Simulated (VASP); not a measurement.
# NaCl (Fm-3m) in VASP: further runs, part 2 of 2

VASP 6.6.1. Earlier steps stand in the parts before.

## 4. Single point, r2SCAN

This run uses another cell than the first one, of 22.05 Å³/atom.

Input file POSCAR:

```
NaCl
1.0
    0.0000000000      2.8039513764      2.8039513764
    2.8039513764      0.0000000000      2.8039513764
    2.8039513764      2.8039513764      0.0000000000
Na Cl
1 1
Direct
    0.0000000000      0.0000000000      0.0000000000
    0.5000000000      0.5000000000      0.5000000000
```

Input file INCAR.step1:

```
  PREC = Accurate
  ENCUT = 520
  ISMEAR = 0
  SIGMA = 0.01
  LREAL = F
  LASPH = T
  NELM = 80
  NBANDS = 14
  GGA = PE
  ALGO = Normal
  EDIFF = 1E-4
  LWAVE = T
  LCHARG = F
```

Input file INCAR.step2:

```
  PREC = Accurate
  ENCUT = 520
  EDIFF = 1E-6
  ISMEAR = 0
  SIGMA = 0.01
  LREAL = F
  LASPH = T
  NELM = 80
  ALGO = Normal
  ISIF = 2
  LWAVE = F
  LCHARG = F
  METAGGA = R2SCAN
  LMIXTAU = T
  NBANDS = 14
  ISTART = 1
```

Input file KPOINTS:

```
regular mesh
0
Gamma
  8 8 8
```

Potentials or basis: VASP PAW PBE potentials, release 64 (Na_pv, Cl).

The run is started by

```console
cat potpaw_PBE.64/Na_pv/POTCAR potpaw_PBE.64/Cl/POTCAR > POTCAR
cp INCAR.step1 INCAR
mpirun -np 1 vasp_std > vasp.out
cp INCAR.step2 INCAR
mpirun -np 1 vasp_std > vasp.out
```

OUTCAR:

```text
PREC = Accurate
   ENCUT = 520
   EDIFF = 1E-6
   ISMEAR = 0
   LREAL = F
   LASPH = T
   NELM = 80
   ISIF = 2
   METAGGA = R2SCAN
   ISTART = 1

 ion  position               nearest neighbor table
   1  0.000  0.000  0.000-
   2  0.500  0.500  0.500-

  LATTYP: Found a face centered cubic cell.
 ALAT       =     5.6079027528

  Lattice vectors:

 A1 = (   0.0000000000,   2.8039513764,   2.8039513764)
 A2 = (   2.8039513764,   0.0000000000,   2.8039513764)
 A3 = (   2.8039513764,   2.8039513764,   0.0000000000)

Analysis of symmetry for initial positions (statically):
=====================================================================
 Subroutine PRICEL returns:
 Original cell was already a primitive cell.

 Routine SETGRP: Setting up the symmetry group for a
 face centered cubic supercell.

 Subroutine GETGRP returns: Found 48 space group operations
 (whereof 48 operations were pure point group operations)
 out of a pool of 48 trial point group operations.

The static configuration has the point symmetry O_h .

[... 171 lines left out ...]
      2     -22.5524      2.00000
      3     -22.5524      2.00000
      4     -14.3268      2.00000
      5      -1.0651      2.00000
      6      -1.0651      2.00000
      7      -1.0651      2.00000
      8       4.9276      0.00000
      9      10.7115      0.00000
     10      10.7115      0.00000
     11      10.7115      0.00000
     12      12.9823      0.00000
     13      12.9823      0.00000
     14      14.6126      0.00000
[... 377 lines left out ...]
      1     -22.5770      2.00000
      2     -22.5608      2.00000
      3     -22.5568      2.00000
      4     -13.9340      2.00000
      5      -2.7632      2.00000
      6      -1.8637      2.00000
      7      -1.5028      2.00000
      8       7.9981      0.00000
      9       9.4678      0.00000
     10      10.0338      0.00000
     11      11.5880      0.00000
     12      14.2170      0.00000
     13      15.6464      0.00000
     14      16.5540      0.00000

 [... further k-points ...]

------------------------ aborting loop because EDIFF is reached ----------------------------------------

  FORCE on cell =-STRESS in cart. coord.  units (eV):
  Direction    XX          YY          ZZ          XY          YZ          ZX
  --------------------------------------------------------------------------------------
  -------------------------------------------------------------------------------------
  Total       -0.0521091     -0.0521091     -0.0521091      0.0000000     -0.0000000      0.0000000
  in kB       -1.8935769     -1.8935769     -1.8935769      0.0000000     -0.0000000      0.0000000
  external PRESSURE =      -1.8935769 kB  Pullay stress =       0.0000000 kB

 VOLUME and BASIS-vectors are now :
 -----------------------------------------------------------------------------
  energy-cutoff  :      520.00
  volume of cell :       44.09
      direct lattice vectors                 reciprocal lattice vectors
     0.000000000  2.803951376  2.803951376    -0.178319783  0.178319783  0.178319783
     2.803951376  0.000000000  2.803951376     0.178319783 -0.178319783  0.178319783
     2.803951376  2.803951376  0.000000000     0.178319783  0.178319783 -0.178319783

 POSITION                                       TOTAL-FORCE (eV/Angst)
 -----------------------------------------------------------------------------------
      0.00000      0.00000      0.00000        -0.000000      0.000000      0.000000
      2.80395      2.80395      2.80395         0.000000     -0.000000     -0.000000
 -----------------------------------------------------------------------------------
    total drift:                               -0.000000      0.000000      0.000000

  FREE ENERGIE OF THE ION-ELECTRON SYSTEM (eV)
  ---------------------------------------------------
  free  energy   TOTEN  =       -13.7900311412 eV

  energy  without entropy=      -13.7900311412  energy(sigma->0) =      -13.79003114
```

Wall time 66 s (1 thread of Intel Xeon 8259CL, shared host); peak memory 0.17 GiB.

Results:

```
Free energy            : -13.7900 eV
Pressure               : -0.2 GPa
Band gap on the k mesh : 5.99 eV
```

Levels at points of the mesh, in eV from the valence-band top:
```tsv
k point	band 5	band 6	band 7	band 8	band 9	band 10
(0.00, 0.00, 0.00)	0.00	0.00	0.00	5.99	11.78	11.78
(0.50, 0.00, 0.00)	-1.97	-0.29	-0.29	7.98	11.76	11.81
(0.50, 0.50, 0.00)	-1.73	-0.62	-0.62	8.49	8.60	12.34
```

Caveat: the PAW data sets were made with another functional, which shifts forces and pressure a little.

## 5. Relaxation of cell and atoms, LDA

Input file INCAR:

```
SYSTEM = NaCl
  ALGO = Normal
  EDIFF = 1E-6
  EDIFFG = -0.005
  ENCUT = 600
  GGA = CA
  IBRION = 2
  ISIF = 3
  ISMEAR = 0
  LASPH = .True.
  LCHARG = .False.
  LREAL = .False.
  LWAVE = .False.
  NELM = 80
  NSW = 100
  PREC = Accurate
  SIGMA = 0.02
```

Input file KPOINTS:

```
k-points
0
Gamma
  8 8 8
  0 0 0
```

Input file POSCAR:

```
NaCl
1.0
    0.0000000000      2.7325055609      2.7325055609
    2.7325055609      0.0000000000      2.7325055609
    2.7325055609      2.7325055609      0.0000000000
Na Cl
1 1
Direct
    0.0000000000      0.0000000000      0.0000000000
    0.5000000000      0.5000000000      0.5000000000
```

Potentials or basis: VASP PAW LDA potentials, release 64 (Na_pv, Cl).

The run is started by

```console
cat potpaw_LDA.64/Na_pv/POTCAR potpaw_LDA.64/Cl/POTCAR > POTCAR
mpirun -np 1 vasp_std > vasp.out
```

OUTCAR:

```text
SYSTEM = NaCl
   EDIFF = 1E-6
   EDIFFG = -0.005
   ENCUT = 600
   GGA = CA
   IBRION = 2
   ISIF = 3
   ISMEAR = 0
   LASPH = .True.
   LREAL = .False.
   NELM = 80
   NSW = 100
   PREC = Accurate

 ion  position               nearest neighbor table
   1  0.000  0.000  0.000-
   2  0.500  0.500  0.500-

  LATTYP: Found a face centered cubic cell.
 ALAT       =     5.4650111218

  Lattice vectors:

 A1 = (   0.0000000000,   2.7325055609,   2.7325055609)
 A2 = (   2.7325055609,   0.0000000000,   2.7325055609)
 A3 = (   2.7325055609,   2.7325055609,   0.0000000000)

Analysis of symmetry for initial positions (statically):
=====================================================================
 Subroutine PRICEL returns:
 Original cell was already a primitive cell.

 Routine SETGRP: Setting up the symmetry group for a
 face centered cubic supercell.

 Subroutine GETGRP returns: Found 48 space group operations
 (whereof 48 operations were pure point group operations)
 out of a pool of 48 trial point group operations.

The static configuration has the point symmetry O_h .

Analysis of symmetry for dynamics (positions and initial velocities):
=====================================================================
 Subroutine PRICEL returns:
 Original cell was already a primitive cell.

 Routine SETGRP: Setting up the symmetry group for a
 face centered cubic supercell.

 Subroutine GETGRP returns: Found 48 space group operations
 (whereof 48 operations were pure point group operations)
 out of a pool of 48 trial point group operations.

The dynamic configuration has the point symmetry O_h .

 Subroutine INISYM returns: Found 48 space group operations
 (whereof 48 operations are pure point group operations),
 and found     1 'primitive' translations

----------------------------------------------------------------------------------------

                                     Primitive cell

  volume of cell :      40.8050

  direct lattice vectors                    reciprocal lattice vectors
     0.000000000  2.732505561  2.732505561    -0.182982244  0.182982244  0.182982244
     2.732505561  0.000000000  2.732505561     0.182982244 -0.182982244  0.182982244
     2.732505561  2.732505561  0.000000000     0.182982244  0.182982244 -0.182982244

  length of vectors
     3.864346423  3.864346423  3.864346423     0.316934544  0.316934544  0.316934544

  position of ions in fractional coordinates (direct lattice)
     0.000000000  0.000000000  0.000000000
     0.500000000  0.500000000  0.500000000

  ion indices of the primitive-cell ions
   primitive index   ion index
                 1           1
                 2           2

----------------------------------------------------------------------------------------

 KPOINTS: k-points

[... 107 lines left out ...]

 number of electron      14.0000003 magnetization

 Free energy of the ion-electron system (eV)
  ---------------------------------------------------
  ext. energy  EPLUGINS =         0.00000000
  ---------------------------------------------------
  free energy    TOTEN  =        -7.38939580 eV

  energy without entropy =       -7.38939580  energy(sigma->0) =       -7.38939580

------------------------ aborting loop because EDIFF is reached ----------------------------------------

  FORCE on cell =-STRESS in cart. coord.  units (eV):
  Direction    XX          YY          ZZ          XY          YZ          ZX
  --------------------------------------------------------------------------------------
  -------------------------------------------------------------------------------------
  Total        0.0105179      0.0105179      0.0105179      0.0000000      0.0000000     -0.0000000
  in kB        0.4129791      0.4129791      0.4129791      0.0000000      0.0000000     -0.0000000
  external PRESSURE =       0.4129791 kB  Pullay stress =       0.0000000 kB

 VOLUME and BASIS-vectors are now :
 -----------------------------------------------------------------------------
  energy-cutoff  :      600.00
  volume of cell :       40.80
      direct lattice vectors                 reciprocal lattice vectors
     0.000000000  2.732505561  2.732505561    -0.182982244  0.182982244  0.182982244
     2.732505561  0.000000000  2.732505561     0.182982244 -0.182982244  0.182982244
     2.732505561  2.732505561  0.000000000     0.182982244  0.182982244 -0.182982244

 POSITION                                       TOTAL-FORCE (eV/Angst)
 -----------------------------------------------------------------------------------
      0.00000      0.00000      0.00000         0.000000      0.000000      0.000000
      2.73251      2.73251      2.73251        -0.000000      0.000000      0.000000
 -----------------------------------------------------------------------------------
    total drift:                                0.000000     -0.000000     -0.000000

  FREE ENERGIE OF THE ION-ELECTRON SYSTEM (eV)
  ---------------------------------------------------
  free  energy   TOTEN  =        -7.3893957989 eV

  energy  without entropy=       -7.3893957989  energy(sigma->0) =       -7.38939580

--------------------------------------- Ionic step        2  -------------------------------------------

 number of electron      14.0000002 magnetization

 Free energy of the ion-electron system (eV)
  ---------------------------------------------------
  ext. energy  EPLUGINS =         0.00000000
  ---------------------------------------------------
  free energy    TOTEN  =        -7.38939656 eV

  energy without entropy =       -7.38939656  energy(sigma->0) =       -7.38939656

 E-fermi :  -0.2069     XC(G=0):  -9.1328

 val. band max:       -0.3655121635   @ k =   0.0000   0.0000   0.0000
 cond. band min:       4.7107624393   @ k =   0.0000   0.0000   0.0000
 fundamental gap:      5.0762746027
 Fermi energy:        -0.2068671582

 k-point     1 :       0.0000    0.0000    0.0000
  band No.  band energies     occupation
      1     -20.9942      2.00000
      2     -20.9942      2.00000
      3     -20.9942      2.00000
      4     -13.1859      2.00000
      5      -0.3655      2.00000
      6      -0.3655      2.00000
      7      -0.3655      2.00000
      8       4.7108      0.00000
      9      10.5633      0.00000
     10      10.5633      0.00000
     11      10.5633      0.00000
[... 309 lines left out ...]
 k-point    24 :      -0.3750    0.2500    0.1250
  band No.  band energies     occupation
      1     -21.0327      2.00000
      2     -21.0071      2.00000
      3     -21.0010      2.00000
      4     -12.6766      2.00000
      5      -2.3719      2.00000
      6      -1.3086      2.00000
      7      -0.8775      2.00000
      8       7.8435      0.00000
      9       9.2055      0.00000
     10       9.9839      0.00000
     11      11.4034      0.00000

 [... further k-points ...]

------------------------ aborting loop because EDIFF is reached ----------------------------------------

  FORCE on cell =-STRESS in cart. coord.  units (eV):
  Direction    XX          YY          ZZ          XY          YZ          ZX
  --------------------------------------------------------------------------------------
  -------------------------------------------------------------------------------------
  Total       -0.0027004     -0.0027004     -0.0027004      0.0000000      0.0000000      0.0000000
  in kB       -0.1059475     -0.1059475     -0.1059475      0.0000000      0.0000000      0.0000000
  external PRESSURE =      -0.1059475 kB  Pullay stress =       0.0000000 kB

 VOLUME and BASIS-vectors are now :
 -----------------------------------------------------------------------------
  energy-cutoff  :      600.00
  volume of cell :       40.84
      direct lattice vectors                 reciprocal lattice vectors
     0.000000000  2.733198816  2.733198816    -0.182935832  0.182935832  0.182935832
     2.733198816  0.000000000  2.733198816     0.182935832 -0.182935832  0.182935832
     2.733198816  2.733198816 -0.000000000     0.182935832  0.182935832 -0.182935832

 POSITION                                       TOTAL-FORCE (eV/Angst)
 -----------------------------------------------------------------------------------
      0.00000      2.73320      2.73320         0.000000      0.000000      0.000000
      2.73320      2.73320      2.73320        -0.000000     -0.000000     -0.000000
 -----------------------------------------------------------------------------------
    total drift:                               -0.000000     -0.000000      0.000000

  FREE ENERGIE OF THE ION-ELECTRON SYSTEM (eV)
  ---------------------------------------------------
  free  energy   TOTEN  =        -7.3893965645 eV

  energy  without entropy=       -7.3893965645  energy(sigma->0) =       -7.38939656

 reached required accuracy - stopping structural energy minimisation
```

Run time: 12 s. Hardware: 1 thread of Intel Xeon 8259CL, shared host; peak memory 0.15 GiB.

Results:

| Item | Value |
| --- | --- |
| Free energy | -7.3894 eV |
| Relaxed volume | 20.42 Å³/atom |
| Relaxed cell | a = 3.865 Å, b = 3.865 Å, c = 3.865 Å, α = 60.00°, β = 60.00°, γ = 60.00° |
| Space group after relaxing (to 0.1 Å) | Fm-3m (No. 225) |
| Energy gained by relaxing | 0.0 meV/atom |
| Ionic steps | 2 |
| Pressure after relaxing | 0.0 GPa |
| Band gap on the k mesh | 5.08 eV |

Final structure:
```
Na Cl
1.0
     0.00000    2.73320    2.73320
     2.73320    0.00000    2.73320
     2.73320    2.73320    0.00000
Na Cl
1 1
Direct
  0.00000 0.00000 0.00000
  0.50000 0.50000 0.50000
```

Levels at points of the mesh, in eV from the valence-band top:
| k point | band 4 | band 5 | band 6 | band 7 | band 8 | band 9 | band 10 | band 11 |
| --- | --- | --- | --- | --- | --- | --- | --- | --- |
| (0.00, 0.00, 0.00) | -12.82 | 0.00 | 0.00 | 0.00 | 5.08 | 10.93 | 10.93 | 10.93 |
| (0.50, 0.00, 0.00) | -12.35 | -2.33 | -0.33 | -0.33 | 7.05 | 10.90 | 10.90 | 11.04 |
| (0.50, 0.50, 0.00) | -12.30 | -2.01 | -0.72 | -0.72 | 7.43 | 7.64 | 11.62 | 15.18 |

LDA gaps usually lie below the measured ones, often by a third to a half.

## 6. Relaxation of cell and atoms, LDA

Input file INCAR:

```
SYSTEM = NaCl
PREC = Accurate ; ENCUT = 600
EDIFF = 1E-6 ; ISMEAR = 0
SIGMA = 0.01 ; LREAL = .FALSE.
LASPH = .TRUE. ; NELM = 100
ALGO = Normal ; ISIF = 3
LWAVE = .FALSE. ; LCHARG = .FALSE.
IBRION = 2 ; NSW = 80
EDIFFG = -0.001
```

Input file KPOINTS:

```
regular mesh
0
G
  8 8 8
  0 0 0
```

POSCAR is that of step 5.

Potentials or basis: VASP PAW LDA potentials, release 64 (Na_pv, Cl).

The run is started by

```console
cat potpaw_LDA.64/Na_pv/POTCAR potpaw_LDA.64/Cl/POTCAR > POTCAR
mpirun -np 1 vasp_std > vasp.out
```

OUTCAR:

```text
SYSTEM = NaCl
   PREC = Accurate
   ENCUT = 600
   EDIFF = 1E-6
   ISMEAR = 0
   LREAL = .FALSE.
   LASPH = .TRUE.
   NELM = 100
   ISIF = 3
   IBRION = 2
   NSW = 80
   EDIFFG = -0.001

 ion  position               nearest neighbor table
   1  0.000  0.000  0.000-
   2  0.500  0.500  0.500-

  LATTYP: Found a face centered cubic cell.
 ALAT       =     5.4650111218

  Lattice vectors:

 A1 = (   0.0000000000,   2.7325055609,   2.7325055609)
 A2 = (   2.7325055609,   0.0000000000,   2.7325055609)
 A3 = (   2.7325055609,   2.7325055609,   0.0000000000)

Analysis of symmetry for initial positions (statically):
=====================================================================
 Subroutine PRICEL returns:
 Original cell was already a primitive cell.
[... 262 lines left out ...]
      1     -20.9925      2.00000
      2     -20.9925      2.00000
      3     -20.9925      2.00000
      4     -13.1853      2.00000
      5      -0.3645      2.00000
      6      -0.3645      2.00000
      7      -0.3645      2.00000
      8       4.7125      0.00000
      9      10.5644      0.00000
     10      10.5644      0.00000
     11      10.5644      0.00000
[... 309 lines left out ...]
 k-point    24 :      -0.3750    0.2500    0.1250
  band No.  band energies     occupation
      1     -21.0311      2.00000
      2     -21.0055      2.00000
      3     -20.9994      2.00000
      4     -12.6758      2.00000
      5      -2.3714      2.00000
      6      -1.3078      2.00000
      7      -0.8766      2.00000
      8       7.8450      0.00000
      9       9.2071      0.00000
     10       9.9857      0.00000
     11      11.4050      0.00000

 [... further k-points ...]

------------------------ aborting loop because EDIFF is reached ----------------------------------------

  FORCE on cell =-STRESS in cart. coord.  units (eV):
  Direction    XX          YY          ZZ          XY          YZ          ZX
  --------------------------------------------------------------------------------------
  -------------------------------------------------------------------------------------
  Total        0.0007883      0.0007883      0.0007883     -0.0000000      0.0000000     -0.0000000
  in kB        0.0309338      0.0309338      0.0309338     -0.0000000      0.0000000     -0.0000000
  external PRESSURE =       0.0309338 kB  Pullay stress =       0.0000000 kB
[... 17 lines left out ...]
  FREE ENERGIE OF THE ION-ELECTRON SYSTEM (eV)
  ---------------------------------------------------
  free  energy   TOTEN  =        -7.3893968416 eV

  energy  without entropy=       -7.3893968416  energy(sigma->0) =       -7.38939684

 reached required accuracy - stopping structural energy minimisation
```

It took 14 s on 1 thread of Intel Xeon 8259CL, shared host; peak memory 0.15 GiB.

Results:

```yaml
Free_energy: -7.3894 eV
Relaxed_volume: 20.41 Å³/atom
Relaxed_cell: a = 3.865 Å, b = 3.865 Å, c = 3.865 Å, α = 60.00°, β = 60.00°, γ = 60.00°
Space_group_after_relaxing_to_0.1_Å: Fm-3m (No. 225)
Energy_gained_by_relaxing: 0.0 meV/atom
Ionic_steps: 3
Pressure_after_relaxing: 0.0 GPa
Band_gap_on_the_k_mesh: 5.08 eV
```

Final structure:
```xyz
2
Lattice="0.0000 2.7331 2.7331 2.7331 0.0000 2.7331 2.7331 2.7331 0.0000" Properties=species:S:1:pos:R:3 pbc="T T T"
Na    0.0000    0.0000    0.0000
Cl    2.7331    2.7331    2.7331
```

## 7. Overview

| task | level | potentials or basis | cell | cutoff (eV) | smearing | gap on the mesh (eV) | pressure (GPa) | relaxed volume (Å³/atom) |
| --- | --- | --- | --- | --- | --- | --- | --- | --- |
| single point | LDA | VASP PAW LDA potentials, release 64 (Na_pv, Cl) | a = 3.864 Å, angles 60.0°, 2 atoms | 520 | gaussian 0.02 eV | 5.08 | 0.0 | - |
| single point | LDA | VASP PAW LDA potentials, release 64 (Na_pv, Cl) | a = 3.864 Å, angles 60.0°, 2 atoms | 520 | gaussian 0.01 eV | 5.08 | 0.0 | - |
| single point | r2SCAN | VASP PAW PBE potentials, release 64 (Na_pv, Cl) | a = 3.965 Å, angles 60.0°, 2 atoms | 520 | gaussian 0.01 eV | 5.99 | -0.2 | - |
| relaxation of cell and atoms | LDA | VASP PAW LDA potentials, release 64 (Na_pv, Cl) | relaxed from a = 3.864 Å, angles 60.0°, 2 atoms | 600 | gaussian 0.02 eV | 5.08 | 0.0 | 20.42 |
| relaxation of cell and atoms | LDA | VASP PAW LDA potentials, release 64 (Na_pv, Cl) | relaxed from a = 3.864 Å, angles 60.0°, 2 atoms | 600 | gaussian 0.01 eV | 5.08 | 0.0 | 20.41 |

Alike in all rows: no spin polarisation; k mesh 8 × 8 × 8.

Caveats: the PAW data sets were made with another functional, which shifts forces and pressure a little (at least some runs).

Total energies depend on the potentials used, so only differences within one code and one set of settings carry meaning.
